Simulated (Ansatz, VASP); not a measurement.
# One calculation of TaN, two programs

The input INCAR:

```
SYSTEM = TaN
ALGO     = Normal         ! electronic algorithm
EDIFF    = 1E-6           ! SCF threshold, eV
ENCUT    = 600            ! plane-wave cutoff, eV
GGA      = CA             ! functional
GGA_COMPAT= .FALSE.      
ISIF     = 2              ! what is computed and relaxed
ISMEAR   = 0              ! smearing method
LASPH    = .TRUE.         ! aspherical terms in the spheres
LCHARG   = .FALSE.        ! write CHGCAR
LREAL    = .FALSE.        ! projectors in reciprocal space
LWAVE    = .FALSE.        ! write WAVECAR
NBANDS   = 16             ! bands
NELM     = 120            ! most SCF steps
PREC     = Accurate       ! precision mode
SIGMA    = 0.15           ! smearing width, eV
```

KPOINTS

```
k-points
0
G
  18 18 18
  0 0 0
```

The input POSCAR:

```
TaN
1.0
    0.0000000000      2.1918784864      2.1918784864
    2.1918784864      0.0000000000      2.1918784864
    2.1918784864      2.1918784864      0.0000000000
Ta N
1 1
Direct
    0.4989139126      0.5010860874      0.5010860874
    0.0140304995     -0.0140304995     -0.0140304995
```

Input for Ansatz:

```yaml
crystal:
  lattice:
    - [0.0, 2.1918784864, 2.1918784864]
    - [2.1918784864, 0.0, 2.1918784864]
    - [2.1918784864, 2.1918784864, 0.0]
  atoms:
    - { symbol: Ta, position: [0.4989139126, 0.5010860874, 0.5010860874] }
    - { symbol: "N", position: [0.0140304995, -0.0140304995, -0.0140304995] }
basis:
  ecutwfc: 520.0
kpoints:
  mp_grid: { grid: [18, 18, 18] }
hamiltonian:
  xc: lda
  pseudopotentials: { kind: paw, azcp: { folder: soft_1 } }
scf:
  occupations: { method: gaussian, width: 0.15 }
output:
  forces: true
  stress: true
  eigenvalues: true
```

Change from the starting cell: mode 4 frozen in at -0.061 Å, equal normal strain along x, y and z +0.0083.

Alike in both runs: task single point; functional LDA; k mesh 18 × 18 × 18; occupations gaussian, width 0.15 eV; no spin polarisation.

|  | VASP | Ansatz |
| --- | --- | --- |
| version | VASP 6.6.1 | Ansatz 0.2.0 |
| potentials or method | VASP PAW LDA potentials, release 64 (Ta_sv_GW, N), cutoff 600 eV | scalar-relativistic, plane waves, PAW |
| valence electrons in the cell | 18 | 18 |

```tsv
	VASP	Ansatz	Ansatz less VASP
gap on the k mesh at the Fermi level (eV)	none	none	-
pressure (GPa)	-6.9	-8.1	-1.28
traceless stress, the component that is largest in VASP (GPa)	1.48	1.46	-0.013
rms of the force components (eV/Å)	0.299	0.294	-0.0049
```

Ansatz warns that its potentials were made for another functional, while VASP's fit it. LDA's correlation is that of Perdew and Zunger in VASP and of Perdew and Wang (1992) in Ansatz. Atom by atom the forces differ by 0.005 eV/Å (rms over components). A gap of «none» marks a metal or a gap that the smearing closes.

Spin-orbit coupling is off throughout.
